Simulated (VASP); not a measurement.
# Mg2B (Pnnm) in VASP: single point with PBEsol

Aim: the single point of Mg2B with PBEsol.

Program: VASP 6.6.1. These are calculated values, not measurements. Logs are shortened: lines on timing, memory, paths and dates and some standing lists are left out, and cuts for length are marked.

## Step 1: The cell of the first run

The structure is orthorhombic, space group Pnnm (No. 58). The conventional cell has a = 4.892 Å, b = 5.346 Å, c = 3.242 Å, α = 90.00°, β = 90.00°, γ = 90.00°. Within 2.9 Å of Mg (site symmetry m) lie 3 B at 2.19 to 2.21 Å. B (site symmetry 2/m) has 6 Mg at 2.19 to 2.21 Å within 2.9 Å.

## Step 2: Single point, PBEsol

Contents of INCAR:

```
SYSTEM = Mg2B
  PREC = Accurate
  ENCUT = 520
  EDIFF = 1E-6
  ISMEAR = -1
  SIGMA = 0.1
  LREAL = .False.
  LASPH = .True.
  NELM = 80
  ALGO = Normal
  ISIF = 2
  LWAVE = .False.
  LCHARG = .False.
  GGA = PS
  NBANDS = 16
```

Contents of KPOINTS:

```
Automatic mesh
0
Gamma
  7 6 10
  0 0 0
```

Contents of POSCAR:

```
Mg2B
1.0
    4.8921920000      0.0000000000      0.0000000000
    0.0000000000      5.3460840000      0.0000000000
    0.0000000000      0.0000000000      3.2424140000
Mg B
4 2
Direct
    0.2500000000      0.3448900000      0.0000000000
    0.7500000000      0.6551100000      0.0000000000
    0.7500000000      0.1551100000      0.5000000000
    0.2500000000      0.8448900000      0.5000000000
    0.0000000000      0.0000000000      0.0000000000
    0.5000000000      0.5000000000      0.5000000000
```

Potentials or basis: VASP PAW PBE potentials, release 64 (Mg, B).

The run is started by

```console
$ cat potpaw_PBE.64/Mg/POTCAR potpaw_PBE.64/B/POTCAR > POTCAR
$ mpirun -np 1 vasp_std > vasp.out
```

OUTCAR:

```text
SYSTEM = Mg2B
   PREC = Accurate
   ENCUT = 520
   EDIFF = 1E-6
   ISMEAR = -1
   LREAL = .False.
   LASPH = .True.
   NELM = 80
   ISIF = 2
   GGA = PS

 ion  position               nearest neighbor table
   1  0.250  0.345  0.000-   6 2.19   6 2.19   5 2.21   2 2.96   2 2.96   3 3.11   3 3.11   3 3.11
                             3 3.11   4 3.13   4 3.13   4 3.13   4 3.13
   2  0.750  0.655  0.000-   6 2.19   6 2.19   5 2.21   1 2.96   1 2.96   4 3.11   4 3.11   4 3.11
                             4 3.11   3 3.13   3 3.13   3 3.13   3 3.13
   3  0.750  0.155  0.500-   5 2.19   5 2.19   6 2.21   4 2.96   4 2.96   1 3.11   1 3.11   1 3.11
                             1 3.11   2 3.13   2 3.13   2 3.13   2 3.13
   4  0.250  0.845  0.500-   5 2.19   5 2.19   6 2.21   3 2.96   3 2.96   2 3.11   2 3.11   2 3.11
                             2 3.11   1 3.13   1 3.13   1 3.13   1 3.13
   5  0.000  0.000  0.000-   3 2.19   4 2.19   3 2.19   4 2.19   1 2.21   2 2.21
   6  0.500  0.500  0.500-   1 2.19   2 2.19   1 2.19   2 2.19   3 2.21   4 2.21

  LATTYP: Found a simple orthorhombic cell.
 ALAT       =     3.2424140000
 B/A-ratio  =     1.5088116447
 C/A-ratio  =     1.6487974700

  Lattice vectors:

 A1 = (   0.0000000000,   0.0000000000,   3.2424140000)
 A2 = (   4.8921920000,   0.0000000000,   0.0000000000)
 A3 = (   0.0000000000,   5.3460840000,   0.0000000000)

Analysis of symmetry for initial positions (statically):
=====================================================================
 Subroutine PRICEL returns:
 Original cell was already a primitive cell.

 Routine SETGRP: Setting up the symmetry group for a
 simple orthorhombic supercell.

 Subroutine GETGRP returns: Found  8 space group operations
 (whereof  4 operations were pure point group operations)
 out of a pool of  8 trial point group operations.

The static configuration has the point symmetry C_2h.
 The point group associated with its full space group is D_2h.

Analysis of symmetry for dynamics (positions and initial velocities):
=====================================================================
 Subroutine PRICEL returns:
 Original cell was already a primitive cell.

 Routine SETGRP: Setting up the symmetry group for a
 simple orthorhombic supercell.

 Subroutine GETGRP returns: Found  8 space group operations
 (whereof  4 operations were pure point group operations)
 out of a pool of  8 trial point group operations.

The dynamic configuration has the point symmetry C_2h.
 The point group associated with its full space group is D_2h.

 Subroutine INISYM returns: Found  8 space group operations
 (whereof  4 operations are pure point group operations),
 and found     1 'primitive' translations

[... 104 lines left out ...]
   EDIFFG = 0.1E-04   stopping-criterion for IOM
   NSW    =      0    number of steps for IOM
   IBRION =     -1    ionic relax: 0-MD 1-quasi-New 2-CG
   NFREE  =      0    steps in history (QN), initial steepest desc. (CG)
   ISIF   =      2    stress and relaxation
   ISYM   =      2    0-nonsym 1-usesym 2-fastsym
   POTIM  = 0.5000    time-step for ionic-motion
   TEBEG  =    0.0;   TEEND  =   0.0 temperature during run
   PSTRESS=    0.0 pullay stress
   NELECT =      14.0000    total number of electrons
   NUPDOWN=      -1.0000    fix difference up-down
   EMIN   =  10.00;   EMAX   =-10.00  energy-range for DOS
   EFERMI =   0.00;   METHOD = LEGACY
   ISMEAR =    -1;   SIGMA  =   0.10  broadening in eV -4-tet -1-fermi 0-gaus
   EFERMI_NEDOS =   21; number of points for ismear=-14 and -15
   IALGO  =     38    algorithm
   IMIX   =      4    mixing-type and parameters
     AMIX     =   0.40;   BMIX     =  1.00
     AMIX_MAG =   1.60;   BMIX_MAG =  1.00
  volume/ion in A,a.u.               =      14.13        95.38
  Fermi-wavevector in a.u.,A,eV,Ry     =   0.898080  1.697125 10.973743  0.806547
  Thomas-Fermi vector in A             =   2.020744
   LORBIT       =      0    0 simple, 1 ext, 2 COOP (PROOUT), +10 PAW based schemes
   GGA     = PS    functional components
   LHFCALC =     F    Hartree Fock is set to
   AEXX    =    0.0000 exact exchange contribution
   IVDW    =     0    specifies the selected vdW correction
   LEPSILON=     F    determine dielectric tensor
   LRPA    =     F    only Hartree local field effects (RPA)
 non-spin polarized calculation
  energy-cutoff  :      520.00
  volume of cell :       84.80
 maximum number of plane-waves:      2308
   NGX = 19   NGY = 19   NGZ = 13

 number of electron      13.9999999 magnetization

 Free energy of the ion-electron system (eV)
  ---------------------------------------------------
  ext. energy  EPLUGINS =         0.00000000
  ---------------------------------------------------
  free energy    TOTEN  =       -17.38574882 eV

  energy without entropy =      -17.28739616  energy(sigma->0) =      -17.33657249

 E-fermi :   3.5015     XC(G=0):  -9.7847

 val. band max:        3.5004139719   @ k =   0.1429   0.1667   0.0000
 cond. band min:       3.5161261994   @ k =   0.4286   0.0000   0.2000
 fundamental gap:      0.0157122275
 Fermi energy:         3.5015291382

 k-point     1 :       0.0000    0.0000    0.0000
  band No.  band energies     occupation
      1      -5.6756      2.00000
      2      -2.9072      2.00000
      3      -0.1458      2.00000
      4       0.6575      2.00000
      5       2.1904      2.00000
      6       3.2767      1.80900
[... 433 lines left out ...]
      3      -0.5255      2.00000
      4       0.0168      2.00000
      5       1.9642      2.00000
      6       2.5677      1.99982
[... 8 lines left out ...]
     15      11.2846      0.00000
     16      12.1027      0.00000

 [... further k-points ...]
[... 5 lines left out ...]
  --------------------------------------------------------------------------------------
  -------------------------------------------------------------------------------------
  Total       11.3129958      8.2762459      8.2526173      0.0000000      0.0000000      0.0000000
  in kB      213.7373748    156.3638046    155.9173880      0.0000000      0.0000000      0.0000000
  external PRESSURE =     175.3395224 kB  Pullay stress =       0.0000000 kB

 VOLUME and BASIS-vectors are now :
 -----------------------------------------------------------------------------
  energy-cutoff  :      520.00
  volume of cell :       84.80
      direct lattice vectors                 reciprocal lattice vectors
     4.892192000  0.000000000  0.000000000     0.204407350  0.000000000  0.000000000
     0.000000000  5.346084000  0.000000000     0.000000000  0.187052804  0.000000000
     0.000000000  0.000000000  3.242414000     0.000000000  0.000000000  0.308412189

 POSITION                                       TOTAL-FORCE (eV/Angst)
 -----------------------------------------------------------------------------------
      1.22305      1.84381      0.00000        -0.258113     -0.332225      0.000000
      3.66914      3.50227      0.00000         0.258113      0.332225     -0.000000
      3.66914      0.82923      1.62121        -0.258113      0.332225     -0.000000
      1.22305      4.51685      1.62121         0.258113     -0.332225      0.000000
      0.00000      0.00000      0.00000         0.000000      0.000000      0.000000
      2.44610      2.67304      1.62121         0.000000      0.000000      0.000000
 -----------------------------------------------------------------------------------
    total drift:                                0.000000      0.000000     -0.000000

  FREE ENERGIE OF THE ION-ELECTRON SYSTEM (eV)
  ---------------------------------------------------
  free  energy   TOTEN  =       -17.3857488245 eV

  energy  without entropy=      -17.2873961569  energy(sigma->0) =      -17.33657249
```

stdout:

```text
POSCAR found type information on POSCAR MgB
 POSCAR found :  2 types and       6 ions
 scaLAPACK will be used
 -----------------------------------------------------------------------------
|                                                                             |
|                                                                             |
|     You enforced a specific xc type in the INCAR file but a different       |
|     I HOPE YOU KNOW WHAT YOU ARE DOING!                                     |
|                                                                             |
 -----------------------------------------------------------------------------

 LDA part: xc-table for (Slater+PW92), standard interpolation
 POSCAR, INCAR and KPOINTS ok, starting setup
 FFT: planning ... GRIDC
 FFT: planning ... GRID_SOFT
 FFT: planning ... GRID
 WAVECAR not read
 entering main loop
```

Run time: 1.9 min. Hardware: 1 thread of Intel Xeon 8259CL, shared host; peak memory 0.26 GiB.

What came out:

```yaml
Free_energy: -17.3857 eV
Pressure: 17.5 GPa
Largest_force: 0.421 eV/Å
Band_gap_on_the_k_mesh: zero (band 7 reaches 5.37 eV, above the bottom of band 8 at 1.73 eV)
```

Forces in eV/Å, atoms in the order of the input:
```
Mg  -0.258 -0.332  0.000
Mg   0.258  0.332  0.000
Mg  -0.258  0.332  0.000
Mg   0.258 -0.332  0.000
B    0.000  0.000  0.000
B    0.000  0.000  0.000
```

Levels at points of the mesh, in eV from the Fermi level:
```csv
k point,band 5,band 6,band 7,band 8,band 9,band 10
"(0.00, 0.00, 0.00)",-1.31,-0.22,-0.10,1.11,1.43,2.17
"(0.00, 0.50, 0.00)",-1.82,-1.82,1.80,1.80,2.15,2.15
"(0.00, 0.00, 0.50)",-1.02,-1.02,-0.38,-0.38,1.94,1.94
"(0.00, 0.50, 0.50)",-0.46,-0.46,-0.29,-0.29,1.59,1.59
```

Caveat: the PAW data sets were made with another functional, which shifts forces and pressure a little.
